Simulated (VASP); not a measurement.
# O (R-3m) in VASP: single point with PBE

Aim: the single point of O with PBE.

All numbers are computed with VASP 6.6.1; they aren't measurements. Logs are shortened: lines on timing, memory, paths and dates and some standing lists are left out, and cuts for length are marked.

## (1) The cell of the first run

Symmetry: R-3m, No. 166, trigonal system. Conventional cell: a = 2.805 Å, b = 2.805 Å, c = 10.532 Å, α = 90.00°, β = 90.00°, γ = 120.00°. Within 1.6 Å of O (site symmetry 3m) lie 1 O at 1.22 Å.

## (2) Single point, PBE (z stretched by +3 % at fixed volume)

The input, INCAR:

```
  ALGO = Normal
  EDIFF = 1E-6
  ENCUT = 520
  GGA = PE
  ISIF = 2
  ISMEAR = -1
  LASPH = T
  LCHARG = T
  LELF = T
  LREAL = F
  LVHAR = T
  LWAVE = F
  NBANDS = 13
  NELM = 100
  PREC = Accurate
  SIGMA = 0.02
```

The input, KPOINTS:

```
k-points
0
Gamma
  10 10 10
```

The input, POSCAR:

```
O
1.0
    1.4024674646      0.8097149681      3.5105490000
   -1.4024674646      0.8097149681      3.5105490000
    0.0000000000     -1.6194299364      3.5105490000
O
2
Direct
    0.0577000000      0.0577000000      0.0577000000
    0.9423000000      0.9423000000      0.9423000000
```

Potentials or basis: VASP PAW PBE potentials, release 64 (O).

Started as:

```sh
$ cat potpaw_PBE.64/O/POTCAR > POTCAR
$ mpirun -np 1 vasp_std > vasp.out
```

OUTCAR:

```text
EDIFF = 1E-6
   ENCUT = 520
   GGA = PE
   ISIF = 2
   ISMEAR = -1
   LASPH = T
   LREAL = F
   NELM = 100
   PREC = Accurate

 ion  position               nearest neighbor table
   1  0.058  0.058  0.058-   2 1.22
   2  0.942  0.942  0.942-   1 1.22

  LATTYP: Found a trigonal (rhomboedric) cell.
 ALAT       =     3.8660713393
 COS(alpha) =     0.7368060765

  Lattice vectors:

 A1 = (   1.4024674646,   0.8097149681,   3.5105490000)
 A2 = (  -1.4024674646,   0.8097149681,   3.5105490000)
 A3 = (   0.0000000000,  -1.6194299364,   3.5105490000)

Analysis of symmetry for initial positions (statically):
=====================================================================
 Subroutine PRICEL returns:
 Original cell was already a primitive cell.

 Routine SETGRP: Setting up the symmetry group for a
 trigonal (rhombohedral) supercell.

 Subroutine GETGRP returns: Found 12 space group operations
 (whereof 12 operations were pure point group operations)
 out of a pool of 12 trial point group operations.

The static configuration has the point symmetry D_3d.

Analysis of symmetry for dynamics (positions and initial velocities):
=====================================================================
 Subroutine PRICEL returns:
 Original cell was already a primitive cell.

 Routine SETGRP: Setting up the symmetry group for a
 trigonal (rhombohedral) supercell.

 Subroutine GETGRP returns: Found 12 space group operations
 (whereof 12 operations were pure point group operations)
 out of a pool of 12 trial point group operations.

The dynamic configuration has the point symmetry D_3d.

 Subroutine INISYM returns: Found 12 space group operations
 (whereof 12 operations are pure point group operations),
 and found     1 'primitive' translations

----------------------------------------------------------------------------------------

                                     Primitive cell

  volume of cell :      23.9195

  direct lattice vectors                    reciprocal lattice vectors
     1.402467465  0.809714968  3.510549000     0.356514509  0.205833748  0.094951910
    -1.402467465  0.809714968  3.510549000    -0.356514509  0.205833748  0.094951910
     0.000000000 -1.619429936  3.510549000     0.000000000 -0.411667496  0.094951910

  length of vectors
     3.866071339  3.866071339  3.866071339     0.422476026  0.422476026  0.422476026

  position of ions in fractional coordinates (direct lattice)
     0.057700000  0.057700000  0.057700000
     0.942300000  0.942300000  0.942300000

  ion indices of the primitive-cell ions
   primitive index   ion index
                 1           1
                 2           2

----------------------------------------------------------------------------------------

 KPOINTS: k-points

Automatic generation of k-mesh.
 Grid dimensions read from file:
 generate k-points for:   10   10   10

 Generating k-lattice:

  Cartesian coordinates                     Fractional coordinates (reciprocal lattice)
     0.035651451  0.020583375  0.009495191     0.100000000  0.000000000  0.000000000
    -0.035651451  0.020583375  0.009495191     0.000000000  0.100000000  0.000000000
     0.000000000 -0.041166750  0.009495191     0.000000000  0.000000000  0.100000000

  Length of vectors
     0.042247603  0.042247603  0.042247603

  Shift w.r.t. Gamma in fractional coordinates (k-lattice)
     0.000000000  0.000000000  0.000000000

 Subroutine IBZKPT returns following result:
 ===========================================

 Found    116 irreducible k-points:

 Following reciprocal coordinates:
            Coordinates               Weight
  0.000000  0.000000  0.000000      1.000000
  0.100000  0.000000  0.000000      6.000000
  0.200000  0.000000  0.000000      6.000000
  0.300000 -0.000000 -0.000000      6.000000
  0.400000  0.000000  0.000000      6.000000
  0.500000 -0.000000  0.000000      3.000000
[... 16 lines left out ...]
  0.300000  0.300000  0.000000      6.000000
  0.400000  0.300000  0.000000     12.000000
 [... further k-points ...]
   k-points           NKPTS =    116   k-points in BZ     NKDIM =    116   number of bands    NBANDS=     13
   number of dos      NEDOS =    301   number of ions     NIONS =      2
   total plane-waves  NPLWV =  27000
   dimension x,y,z NGX =    30 NGY =   30 NGZ =   30
   dimension x,y,z NGXF=    60 NGYF=   60 NGZF=   60
   ions per type =               2
   NGX,Y,Z   is equivalent  to a cutoff of  12.90, 12.90, 12.90 a.u.
   NGXF,Y,Z  is equivalent  to a cutoff of  25.80, 25.80, 25.80 a.u.
 SYSTEM =  unknown system
   PREC   = accura    normal or accurate (medium, high low for compatibility)
   ISTART =      0    job   : 0-new  1-cont  2-samecut
   ICHARG =      2    charge: 1-file 2-atom 10-const
   ISPIN  =      1    spin polarized calculation?
   LNONCOLLINEAR =      F non collinear calculations
   LSORBIT =      F    spin-orbit coupling
   LASPH  =      T    aspherical Exc in radial PAW
   ENCUT  =  520.0 eV  38.22 Ry    6.18 a.u.   7.19  7.19  7.19*2*pi/ulx,y,z
   NELM   =    100;   NELMIN=  2; NELMDL= -5     # of ELM steps
   EDIFF  = 0.1E-05   stopping-criterion for ELM
   LREAL  =      F    real-space projection
   EDIFFG = 0.1E-04   stopping-criterion for IOM
   NSW    =      0    number of steps for IOM
   IBRION =     -1    ionic relax: 0-MD 1-quasi-New 2-CG
   NFREE  =      0    steps in history (QN), initial steepest desc. (CG)
   ISIF   =      2    stress and relaxation
   ISYM   =      2    0-nonsym 1-usesym 2-fastsym
   POTIM  = 0.5000    time-step for ionic-motion
   TEBEG  =    0.0;   TEEND  =   0.0 temperature during run
   PSTRESS=    0.0 pullay stress
   NELECT =      12.0000    total number of electrons
   NUPDOWN=      -1.0000    fix difference up-down
   EMIN   =  10.00;   EMAX   =-10.00  energy-range for DOS
   EFERMI =   0.00;   METHOD = LEGACY
   ISMEAR =    -1;   SIGMA  =   0.02  broadening in eV -4-tet -1-fermi 0-gaus
   EFERMI_NEDOS =   21; number of points for ismear=-14 and -15
   IALGO  =     38    algorithm
   IMIX   =      4    mixing-type and parameters
     AMIX     =   0.40;   BMIX     =  1.00
     AMIX_MAG =   1.60;   BMIX_MAG =  1.00
  volume/ion in A,a.u.               =      11.96        80.71
  Fermi-wavevector in a.u.,A,eV,Ry     =   1.300823  2.458199 23.022964  1.692140
  Thomas-Fermi vector in A             =   2.431997
   LORBIT       =      0    0 simple, 1 ext, 2 COOP (PROOUT), +10 PAW based schemes
   GGA     = PE    functional components
   LHFCALC =     F    Hartree Fock is set to
   AEXX    =    0.0000 exact exchange contribution
   IVDW    =     0    specifies the selected vdW correction
   LEPSILON=     F    determine dielectric tensor
   LRPA    =     F    only Hartree local field effects (RPA)
 non-spin polarized calculation
  energy-cutoff  :      520.00
  volume of cell :       23.92
 maximum number of plane-waves:       656
 NGX is ok and might be reduce to    30
   NGX = 15   NGY = 15   NGZ = 15

 number of electron      11.9999996 magnetization

 Free energy of the ion-electron system (eV)
  ---------------------------------------------------
  ext. energy  EPLUGINS =         0.00000000
  ---------------------------------------------------
  free energy    TOTEN  =        -9.44226172 eV

  energy without entropy =       -9.44018028  energy(sigma->0) =       -9.44122100

 E-fermi :   0.1770     XC(G=0):  -9.2329

 val. band max:        0.1688610412   @ k =  -0.4000   0.3000   0.1000
 cond. band min:       0.1885243234   @ k =   0.5000   0.1000   0.0000
 fundamental gap:      0.0196632822
 Fermi energy:         0.1770125298

 k-point     1 :       0.0000    0.0000    0.0000
  band No.  band energies     occupation
      1     -26.9781      2.00000
      2     -13.8434      2.00000
      3      -8.5804      2.00000
      4      -5.6906      2.00000
      5      -5.6906      2.00000
      6       0.7908      0.00000
      7       0.7908      0.00000
      8       8.8903      0.00000
      9      10.9166      0.00000
     10      14.9009      0.00000
     11      18.6104      0.00000
     12      22.1872      0.00000
     13      22.1872      0.00000

 k-point     2 :       0.1000    0.0000    0.0000
  band No.  band energies     occupation
      1     -26.9390      2.00000
      2     -13.8197      2.00000
      3      -8.5180      2.00000
      4      -5.8942      2.00000
      5      -5.7336      2.00000
      6       0.6306      0.00000
      7       0.7423      0.00000
      8       9.2175      0.00000
      9      10.9097      0.00000
     10      14.9517      0.00000
     11      18.9015      0.00000
     12      20.5949      0.00000
     13      22.5944      0.00000

 k-point     3 :       0.2000    0.0000    0.0000
  band No.  band energies     occupation
      1     -26.8349      2.00000
      2     -13.7555      2.00000
      3      -8.3637      2.00000
      4      -6.3917      2.00000
      5      -5.8445      2.00000
      6       0.2293      0.13623
      7       0.6166      0.00000
      8       9.9368      0.00000
      9      10.9813      0.00000
     10      15.2185      0.00000
     11      18.0236      0.00000
     12      20.0590      0.00000
     13      22.3154      0.00000
[... 305 lines left out ...]
 k-point    23 :       0.3000    0.3000    0.0000
  band No.  band energies     occupation
      1     -26.6870      2.00000
      2     -13.9039      2.00000
      3      -7.9155      2.00000
      4      -6.7130      2.00000
      5      -6.0967      2.00000
      6      -0.5350      2.00000
      7       0.7543      0.00000
      8       9.5560      0.00000
      9      11.9425      0.00000
     10      14.9376      0.00000
     11      16.7633      0.00000
     12      20.0536      0.00000
     13      22.9946      0.00000

 k-point    24 :       0.4000    0.3000    0.0000
  band No.  band energies     occupation
      1     -26.6101      2.00000
      2     -13.8690      2.00000
      3      -7.8719      2.00000
      4      -6.8005      2.00000
      5      -6.3075      2.00000
      6      -0.7761      2.00000
      7       0.6309      0.00000
      8       9.5582      0.00000
      9      12.4985      0.00000
     10      15.2084      0.00000
     11      16.1927      0.00000
     12      19.4790      0.00000
     13      22.5671      0.00000

 [... further k-points ...]
[... 5 lines left out ...]
  --------------------------------------------------------------------------------------
  -------------------------------------------------------------------------------------
  Total       -0.9351948     -0.9351948      2.1452225      0.0000000     -0.0000000      0.0000000
  in kB      -62.6413973    -62.6413973    143.6916953      0.0000000     -0.0000000      0.0000000
  external PRESSURE =       6.1363003 kB  Pullay stress =       0.0000000 kB

 VOLUME and BASIS-vectors are now :
 -----------------------------------------------------------------------------
  energy-cutoff  :      520.00
  volume of cell :       23.92
      direct lattice vectors                 reciprocal lattice vectors
     1.402467465  0.809714968  3.510549000     0.356514509  0.205833748  0.094951910
    -1.402467465  0.809714968  3.510549000    -0.356514509  0.205833748  0.094951910
     0.000000000 -1.619429936  3.510549000     0.000000000 -0.411667496  0.094951910

 POSITION                                       TOTAL-FORCE (eV/Angst)
 -----------------------------------------------------------------------------------
      0.00000     -0.00000      0.60768         0.000000     -0.000000      1.057167
      0.00000     -0.00000      9.92397         0.000000      0.000000     -1.057167
 -----------------------------------------------------------------------------------
    total drift:                               -0.000000     -0.000000      0.000000

  FREE ENERGIE OF THE ION-ELECTRON SYSTEM (eV)
  ---------------------------------------------------
  free  energy   TOTEN  =        -9.4422617246 eV

  energy  without entropy=       -9.4401802837  energy(sigma->0) =       -9.44122100
```

Run time: 40 s. Hardware: 1 thread of Intel Xeon 6975P-C (Granite Rapids), shared host; peak memory 0.17 GiB.

What came out:

```
Free energy            : -9.4423 eV
Pressure               : 0.6 GPa
Largest force          : 1.057 eV/Å
Band gap on the k mesh : zero (band 6 reaches 0.99 eV, above the bottom of band 7 at -0.40 eV)
```

Forces on the atoms (eV/Å):
```
O    0.000  0.000  1.057
O    0.000  0.000 -1.057
```

Stress tensor (GPa, compression positive):
```
-6.26  0.00  0.00
 0.00 -6.26  0.00
 0.00  0.00 14.37
```

Caveat: the standard files for N, O and F lose accuracy on very short bonds; spin is off for a triplet molecule; forces of over 1 eV/Å act on the atoms, so gaps and moduli don't describe the material at rest.
